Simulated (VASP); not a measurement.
Runs of VASP 6.6.1 on MgS. Symmetry: P6_3mc, No. 186, hexagonal system. The conventional cell has a = 4.035 Å, b = 4.035 Å, c = 6.432 Å, α = 90.00°, β = 90.00°, γ = 120.00°. Within 3.2 Å of Mg (site symmetry 3m) lie 4 S at 2.45 to 2.47 Å. S (site symmetry 3m) has 4 Mg at 2.45 to 2.47 Å within 3.2 Å. 

```tsv
cell	gap on the mesh (eV)	pressure (GPa)
relaxed to 10 GPa	(a)	10.0
relaxed to 20 GPa	3.68	20.0
relaxed	4.15	0.0
relaxed to 5 GPa	4.52	5.0
```

Alike in all rows: task relaxation of cell and atoms; level r2SCAN; potentials or basis VASP PAW PBE potentials, release 64 (Mg, S); no spin polarisation; k mesh 6 × 6 × 4; cutoff (eV) 600; smearing methfessel-paxton 0.01 eV.

Estimate the missing entries.

(a) 4.72.

Caveats: the PAW data sets were made with another functional, which shifts forces and pressure a little; the cell is relaxed towards a set pressure, so the run minimises the enthalpy, not the energy (at least some runs).

A k mesh can miss the band edges.
